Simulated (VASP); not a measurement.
# CO2 (Pa-3) in VASP: a series of runs

Runs on CO2. Level: PBEsol. Tasks: relaxation of cell and atoms, single point.

Program: VASP 6.6.1. These are calculated values, not measurements. Logs are shortened: lines on timing, memory, paths and dates and some standing lists are left out, and cuts for length are marked.

## 1. The cell of the first run

Symmetry: Pa-3, No. 205, cubic system. The conventional cell has a = 5.620 Å, b = 5.620 Å, c = 5.620 Å, α = 90.00°, β = 90.00°, γ = 90.00°. O (site symmetry 3) has 1 C at 1.63 Å within 2.2 Å. Within 2.2 Å of C (site symmetry -3) lie 2 O at 1.63 Å.

## 2. Relaxation of cell and atoms, PBEsol

File POSCAR:

```
CO2
1.0
    5.6200000000      0.0000000000      0.0000000000
    0.0000000000      5.6200000000      0.0000000000
    0.0000000000      0.0000000000      5.6200000000
O C
8 4
Direct
    0.1670000000      0.3330000000      0.6670000000
    0.3330000000      0.6670000000      0.1670000000
    0.6670000000      0.1670000000      0.3330000000
    0.8330000000      0.8330000000      0.8330000000
    0.8330000000      0.6670000000      0.3330000000
    0.6670000000      0.3330000000      0.8330000000
    0.3330000000      0.8330000000      0.6670000000
    0.1670000000      0.1670000000      0.1670000000
    0.0000000000      0.5000000000      0.5000000000
    0.5000000000      0.5000000000      0.0000000000
    0.5000000000      0.0000000000      0.5000000000
    0.0000000000      0.0000000000      0.0000000000
```

File INCAR.step1:

```
SYSTEM = CO2
ALGO = Normal
EDIFF = 1E-7
EDIFFG = -0.005
EFERMI = MIDGAP
ENCUT = 630
GGA = PS
GGA_COMPAT = .FALSE.
IBRION = 2
ISIF = 3
ISMEAR = 0
LASPH = .TRUE.
LCHARG = .FALSE.
LREAL = .FALSE.
LWAVE = .FALSE.
NELM = 120
NELMIN = 4
NSW = 60
PREC = Accurate
SIGMA = 0.03
```

File INCAR.step3:

```
SYSTEM = CO2
ALGO = Normal
EDIFF = 1E-7
EFERMI = MIDGAP
ENCUT = 630
GGA = PS
GGA_COMPAT = .FALSE.
ISIF = 2
ISMEAR = 0
LASPH = .TRUE.
LCHARG = .FALSE.
LREAL = .FALSE.
LWAVE = .FALSE.
NELM = 120
PREC = Accurate
SIGMA = 0.03
```

File KPOINTS:

```
k-points
0
Gamma
  4 4 4
```

Potentials or basis: VASP PAW PBE potentials, release 64 (O_GW, C_GW).

Started as:

```console
$ cat potpaw_PBE.64/O_GW/POTCAR potpaw_PBE.64/C_GW/POTCAR > POTCAR
$ cp INCAR.step1 INCAR
$ cp POSCAR.step1 POSCAR
$ mpirun -np 1 vasp_std > vasp.out
$ cp CONTCAR POSCAR
$ mpirun -np 1 vasp_std > vasp.out
$ cp CONTCAR POSCAR
$ cp INCAR.step3 INCAR
$ mpirun -np 1 vasp_std > vasp.out
```

OUTCAR:

```text
SYSTEM = CO2
   EDIFF = 1E-7
   EFERMI = MIDGAP
   ENCUT = 630
   GGA = PS
   ISIF = 2
   ISMEAR = 0
   LASPH = .TRUE.
   LREAL = .FALSE.
   NELM = 120
   PREC = Accurate

 Found     11 irreducible k-points:

 Following reciprocal coordinates:
            Coordinates               Weight
  0.000000  0.000000  0.000000      1.000000
  0.250000  0.000000  0.000000      6.000000
  0.500000  0.000000  0.000000      3.000000
  0.250000  0.250000  0.000000     12.000000
  0.500000  0.250000  0.000000      6.000000
 -0.250000  0.500000  0.000000      6.000000
   k-points           NKPTS =     11   k-points in BZ     NKDIM =     11   number of bands    NBANDS=     39
   number of dos      NEDOS =    301   number of ions     NIONS =     12
   total plane-waves  NPLWV = 110592
   dimension x,y,z NGX =    48 NGY =   48 NGZ =   48
   dimension x,y,z NGXF=    96 NGYF=   96 NGZF=   96
   ions per type =               8   4
   NGX,Y,Z   is equivalent  to a cutoff of  13.97, 13.97, 13.97 a.u.
   NGXF,Y,Z  is equivalent  to a cutoff of  27.94, 27.94, 27.94 a.u.
 SYSTEM =  CO2
   PREC   = accura    normal or accurate (medium, high low for compatibility)
   ISTART =      0    job   : 0-new  1-cont  2-samecut
   ICHARG =      2    charge: 1-file 2-atom 10-const
   ISPIN  =      1    spin polarized calculation?
   LNONCOLLINEAR =      F non collinear calculations
   LSORBIT =      F    spin-orbit coupling
   LASPH  =      T    aspherical Exc in radial PAW
   ENCUT  =  630.0 eV  46.30 Ry    6.80 a.u.  11.69 11.69 11.69*2*pi/ulx,y,z
   NELM   =    120;   NELMIN=  2; NELMDL=  0     # of ELM steps
   EDIFF  = 0.1E-06   stopping-criterion for ELM
   LREAL  =      F    real-space projection
   EDIFFG = 0.1E-05   stopping-criterion for IOM
   NSW    =      0    number of steps for IOM
   IBRION =     -1    ionic relax: 0-MD 1-quasi-New 2-CG
   NFREE  =      0    steps in history (QN), initial steepest desc. (CG)
   ISIF   =      2    stress and relaxation
   ISYM   =      2    0-nonsym 1-usesym 2-fastsym
   POTIM  = 0.5000    time-step for ionic-motion
   TEBEG  =    0.0;   TEEND  =   0.0 temperature during run

   SCALEE = 1.0000    scale energy and forces
   PSTRESS=    0.0 pullay stress
   NELECT =      64.0000    total number of electrons
   NUPDOWN=      -1.0000    fix difference up-down
   EMIN   =  10.00;   EMAX   =-10.00  energy-range for DOS
   EFERMI =   0.00;   METHOD = MIDGAP
   ISMEAR =     0;   SIGMA  =   0.03  broadening in eV -4-tet -1-fermi 0-gaus
   EFERMI_NEDOS =   21; number of points for ismear=-14 and -15
   IALGO  =     38    algorithm
   IMIX   =      4    mixing-type and parameters
     AMIX     =   0.40;   BMIX     =  1.00
     AMIX_MAG =   1.60;   BMIX_MAG =  1.00
  volume/ion in A,a.u.               =      15.53       104.82
  Fermi-wavevector in a.u.,A,eV,Ry     =   1.146360  2.166307 17.879984  1.314142
  Thomas-Fermi vector in A             =   2.283045
   LORBIT       =      0    0 simple, 1 ext, 2 COOP (PROOUT), +10 PAW based schemes
   GGA     = PS    functional components
   LHFCALC =     F    Hartree Fock is set to
   AEXX    =    0.0000 exact exchange contribution
   IVDW    =     0    specifies the selected vdW correction
   LEPSILON=     F    determine dielectric tensor
   LRPA    =     F    only Hartree local field effects (RPA)

   CSHIFT  =0.1000    complex shift for real part using Kramers Kronig

   OMEGAMAX=  -1.0    maximum frequency
 non-spin polarized calculation
 Gauss-broadening in eV      SIGMA  =   0.03
  energy-cutoff  :      630.00
  volume of cell :      186.40
 maximum number of plane-waves:      6728
 NGX is ok and might be reduce to    48
   NGX = 23   NGY = 23   NGZ = 23

 number of electron      63.9999987 magnetization

 Free energy of the ion-electron system (eV)
  ---------------------------------------------------
  ext. energy  EPLUGINS =         0.00000000
  ---------------------------------------------------
  free energy    TOTEN  =       -95.83409954 eV

  energy without entropy =      -95.83409954  energy(sigma->0) =      -95.83409954

 E-fermi :  -0.6340     XC(G=0):  -7.7105

 val. band max:       -3.9772292760   @ k =   0.0000   0.0000   0.0000
 cond. band min:       2.7091301541   @ k =   0.0000   0.0000   0.0000
 fundamental gap:      6.6863594301
 Fermi energy:        -0.6340495610

 k-point     1 :       0.0000    0.0000    0.0000
  band No.  band energies     occupation
      1     -24.4152      2.00000
      2     -24.2413      2.00000
      3     -24.2413      2.00000
      4     -24.2413      2.00000
      5     -23.3210      2.00000
      6     -23.3210      2.00000
[... 31 lines left out ...]
     38       4.2824      0.00000
     39       4.8155      0.00000

 k-point     2 :       0.2500    0.0000    0.0000
  band No.  band energies     occupation
      1     -24.3910      2.00000
      2     -24.2682      2.00000
      3     -24.2412      2.00000
      4     -24.2412      2.00000
      5     -23.3200      2.00000
      6     -23.3198      2.00000
[... 31 lines left out ...]
     38       4.3346      0.00000
     39       4.7050      0.00000

 k-point     3 :       0.5000    0.0000    0.0000
  band No.  band energies     occupation
      1     -24.3309      2.00000
      2     -24.3309      2.00000
      3     -24.2410      2.00000
      4     -24.2410      2.00000
      5     -23.3187      2.00000
      6     -23.3187      2.00000
[... 76 lines left out ...]
 k-point     5 :       0.5000    0.2500    0.0000
  band No.  band energies     occupation
      1     -24.3177      2.00000
      2     -24.3177      2.00000
      3     -24.2541      2.00000
      4     -24.2541      2.00000
      5     -23.3161      2.00000
      6     -23.3161      2.00000
[... 31 lines left out ...]
     38       4.4389      0.00000
     39       4.6777      0.00000

 k-point     6 :      -0.2500    0.5000    0.0000
  band No.  band energies     occupation
      1     -24.3177      2.00000
      2     -24.3177      2.00000
      3     -24.2541      2.00000
      4     -24.2541      2.00000
      5     -23.3160      2.00000
      6     -23.3160      2.00000
[... 31 lines left out ...]
     38       4.5492      0.00000
     39       4.5904      0.00000

 [... further k-points ...]
[... 5 lines left out ...]
  --------------------------------------------------------------------------------------
  -------------------------------------------------------------------------------------
  Total       -0.0011552     -0.0011552     -0.0011552      0.0000000     -0.0000000      0.0000000
  in kB       -0.0099293     -0.0099293     -0.0099293      0.0000000     -0.0000000      0.0000000
  external PRESSURE =      -0.0099293 kB  Pullay stress =       0.0000000 kB

 VOLUME and BASIS-vectors are now :
 -----------------------------------------------------------------------------
  energy-cutoff  :      630.00
  volume of cell :      186.40
      direct lattice vectors                 reciprocal lattice vectors
     5.712335625  0.000000000  0.000000000     0.175059742  0.000000000  0.000000000
     0.000000000  5.712335625  0.000000000     0.000000000  0.175059742  0.000000000
     0.000000000  0.000000000  5.712335625     0.000000000  0.000000000  0.175059742

 POSITION                                       TOTAL-FORCE (eV/Angst)
 -----------------------------------------------------------------------------------
      0.67559      2.18058      3.53175         0.001425     -0.001425      0.001425
      2.18058      3.53175      0.67559        -0.001425      0.001425      0.001425
      3.53175      0.67559      2.18058         0.001425      0.001425     -0.001425
      5.03675      5.03675      5.03675        -0.001425     -0.001425     -0.001425
      5.03675      3.53175      2.18058        -0.001425      0.001425     -0.001425
      3.53175      2.18058      5.03675         0.001425     -0.001425     -0.001425
      2.18058      5.03675      3.53175        -0.001425     -0.001425      0.001425
      0.67559      0.67559      0.67559         0.001425      0.001425      0.001425
      0.00000      2.85617      2.85617         0.000000     -0.000000     -0.000000
      2.85617      2.85617      0.00000         0.000000     -0.000000     -0.000000
      2.85617      0.00000      2.85617         0.000000     -0.000000     -0.000000
      0.00000      0.00000      0.00000         0.000000     -0.000000     -0.000000
 -----------------------------------------------------------------------------------
    total drift:                                0.000000     -0.000000      0.000000

  FREE ENERGIE OF THE ION-ELECTRON SYSTEM (eV)
  ---------------------------------------------------
  free  energy   TOTEN  =       -95.8340995364 eV

  energy  without entropy=      -95.8340995364  energy(sigma->0) =      -95.83409954
```

OUTCAR.step1:

```text
SYSTEM = CO2
   EDIFF = 1E-7
   EDIFFG = -0.005
   EFERMI = MIDGAP
   ENCUT = 630
   GGA = PS
   IBRION = 2
   ISIF = 3
   ISMEAR = 0
   LASPH = .TRUE.
   LREAL = .FALSE.
   NELM = 120
   NELMIN = 4
[... 1108 lines left out ...]
  free energy    TOTEN  =       -95.82438251 eV

  energy without entropy =      -95.82438251  energy(sigma->0) =      -95.82438251

 E-fermi :  -0.6341     XC(G=0):  -7.7106

 val. band max:       -3.9773224789   @ k =   0.0000   0.0000   0.0000
 cond. band min:       2.7090944677   @ k =   0.0000   0.0000   0.0000
 fundamental gap:      6.6864169466
 Fermi energy:        -0.6341140056
[... 291 lines left out ...]
  FREE ENERGIE OF THE ION-ELECTRON SYSTEM (eV)
  ---------------------------------------------------
  free  energy   TOTEN  =       -95.8243825066 eV

  energy  without entropy=      -95.8243825066  energy(sigma->0) =      -95.82438251

 reached required accuracy - stopping structural energy minimisation
```

OUTCAR.step2:

```text
SYSTEM = CO2
   EDIFF = 1E-7
   EDIFFG = -0.005
   EFERMI = MIDGAP
   ENCUT = 630
   GGA = PS
   IBRION = 2
[... 385 lines left out ...]
      2.85617      0.00000      2.85617         0.000000     -0.000000     -0.000000
      0.00000      0.00000      0.00000         0.000000     -0.000000     -0.000000
 -----------------------------------------------------------------------------------
    total drift:                                0.000000     -0.000000      0.000000

  FREE ENERGIE OF THE ION-ELECTRON SYSTEM (eV)
  ---------------------------------------------------
  free  energy   TOTEN  =       -95.8340995364 eV

  energy  without entropy=      -95.8340995364  energy(sigma->0) =      -95.83409954

 reached required accuracy - stopping structural energy minimisation
```

Wall time 25 min (1 thread of Intel Xeon Platinum 8488C (Sapphire Rapids), shared host); peak memory 0.35 GiB.

Results:

```yaml
Free_energy: -95.8341 eV
Relaxed_volume: 15.53 Å³/atom
Relaxed_cell: a = 5.712 Å, b = 5.712 Å, c = 5.712 Å, α = 90.00°, β = 90.00°, γ = 90.00°
Space_group_after_relaxing_to_0.1_Å: Pa-3 (No. 205)
Energy_gained_by_relaxing: 2765.0 meV/atom
Ionic_steps: 26
Pressure_after_relaxing: 0.0 GPa
Band_gap_on_the_k_mesh: 6.69 eV
```

Forces in eV/Å, atoms in the order of the input:
```
O    0.001 -0.001  0.001
O   -0.001  0.001  0.001
O    0.001  0.001 -0.001
O   -0.001 -0.001 -0.001
O   -0.001  0.001 -0.001
O    0.001 -0.001 -0.001
O   -0.001 -0.001  0.001
O    0.001  0.001  0.001
C    0.000  0.000  0.000
C    0.000  0.000  0.000
C    0.000  0.000  0.000
C    0.000  0.000  0.000
```

The path:
| step | energy change (eV) | largest force (eV/Å) | pressure (GPa) | volume (Å³) |
| --- | --- | --- | --- | --- |
| 1 | 0.0000 | 10.0531 | -40.48 | 177.50 |
| 2 | 9.8050 | 57.3423 | 250.68 | 97.77 |
| 3 | -3.7654 | 10.4007 | -43.20 | 161.53 |
| 4 | -13.1710 | 11.1816 | -43.55 | 148.94 |
| 5 | -30.9356 | 4.8217 | -9.22 | 121.57 |
| 6 | -29.7531 | 6.9728 | 44.77 | 110.55 |
| 7 | -31.6409 | 1.9009 | 4.48 | 117.75 |
| 8 | -31.6743 | 0.8395 | 9.38 | 116.64 |
| 9 | -32.1173 | 1.8044 | 15.25 | 124.70 |
| 10 | -32.1232 | 2.3418 | 16.51 | 126.25 |
| 11 | -32.2695 | 2.0780 | 14.57 | 128.57 |
| 12 | -32.6186 | 1.3287 | 9.51 | 135.72 |
| 13 | -32.9971 | 0.0096 | 2.10 | 150.81 |
| 14 | -32.9777 | 2.1235 | -5.74 | 184.25 |
| 15 | -33.0931 | 0.8811 | -1.80 | 165.24 |
| 16 | -33.1312 | 0.4706 | -0.75 | 168.75 |
| 17 | -33.1544 | 0.0919 | 0.66 | 173.39 |
| 18 | -33.1554 | 0.2499 | 1.06 | 174.68 |
| 19 | -33.1620 | 0.1477 | 0.67 | 177.34 |
| 20 | -33.1689 | 0.0774 | -0.14 | 183.65 |
| 21 | -33.1690 | 0.1036 | -0.23 | 184.39 |
| 22 | -33.1697 | 0.0133 | 0.04 | 186.19 |
| 23 | -33.1697 | 0.0132 | 0.04 | 186.18 |
| 24 | -33.1697 | 0.0104 | 0.04 | 186.14 |
| 25 | -33.1697 | 0.0034 | 0.01 | 186.40 |
| 26 | -33.1795 | 0.0025 | 0.00 | 186.40 |

Final structure:
```yaml
crystal:
  lattice:
    - [5.71234, 0.00000, 0.00000]
    - [0.00000, 5.71234, 0.00000]
    - [0.00000, 0.00000, 5.71234]
  atoms:
    - { symbol: O, position: [0.11827, 0.38173, 0.61827] }
    - { symbol: O, position: [0.38173, 0.61827, 0.11827] }
    - { symbol: O, position: [0.61827, 0.11827, 0.38173] }
    - { symbol: O, position: [0.88173, 0.88173, 0.88173] }
    - { symbol: O, position: [0.88173, 0.61827, 0.38173] }
    - { symbol: O, position: [0.61827, 0.38173, 0.88173] }
    - { symbol: O, position: [0.38173, 0.88173, 0.61827] }
    - { symbol: O, position: [0.11827, 0.11827, 0.11827] }
    - { symbol: C, position: [0.00000, 0.50000, 0.50000] }
    - { symbol: C, position: [0.50000, 0.50000, 0.00000] }
    - { symbol: C, position: [0.50000, 0.00000, 0.50000] }
    - { symbol: C, position: [0.00000, 0.00000, 0.00000] }
```

Caveat: this functional lacks dispersion, which holds the molecules together, so the pressure and a relaxed volume are unreliable; the PAW data sets were made with another functional, which shifts forces and pressure a little. Zero-point motion and thermal expansion aren't in these numbers.

## 3. Single point, PBEsol

File INCAR:

```
SYSTEM = CO2
PREC = Accurate ; ENCUT = 520
EDIFF = 1E-6 ; ISMEAR = -1
SIGMA = 0.05 ; LREAL = .FALSE.
LASPH = .TRUE. ; NELM = 80
ALGO = Normal ; ISIF = 2
LWAVE = .FALSE. ; LCHARG = .FALSE.
GGA = PS ; NBANDS = 44
```

File KPOINTS:

```
regular mesh
0
G
  5 5 5
  0 0 0
```

POSCAR is that of step 2.

Potentials or basis: VASP PAW PBE potentials, release 64 (O, C).

Started as:

```console
$ cat potpaw_PBE.64/O/POTCAR potpaw_PBE.64/C/POTCAR > POTCAR
$ mpirun -np 1 vasp_std > vasp.out
```

It took 2.5 min on 1 thread of Intel Xeon 8259CL, shared host; peak memory 0.27 GiB.

Results (log left out):

```
Free energy            : -62.5699 eV
Pressure               : -40.4 GPa
Largest force          : 10.019 eV/Å
Band gap on the k mesh : 1.18 eV
```

Forces in eV/Å, atoms in the order of the input:
```
O   -5.785  5.785 -5.785
O    5.785 -5.785 -5.785
O   -5.785 -5.785  5.785
O    5.785  5.785  5.785
O    5.785 -5.785  5.785
O   -5.785  5.785  5.785
O    5.785  5.785 -5.785
O   -5.785 -5.785 -5.785
C    0.000  0.000  0.000
C    0.000  0.000  0.000
C    0.000  0.000  0.000
C    0.000  0.000  0.000
```

Levels at points of the mesh, in eV from the valence-band top:
| k point | band 29 | band 30 | band 31 | band 32 | band 33 | band 34 | band 35 | band 36 |
| --- | --- | --- | --- | --- | --- | --- | --- | --- |
| (0.00, 0.00, 0.00) | -0.42 | -0.42 | 0.00 | 0.00 | 1.18 | 2.39 | 2.39 | 2.39 |

Caveat: the cell stands under tension; this functional lacks dispersion, which holds the molecules together, so the pressure and a relaxed volume are unreliable; the PAW data sets were made with another functional, which shifts forces and pressure a little; an odd mesh through Γ misses points on the zone boundary, where band edges can lie.
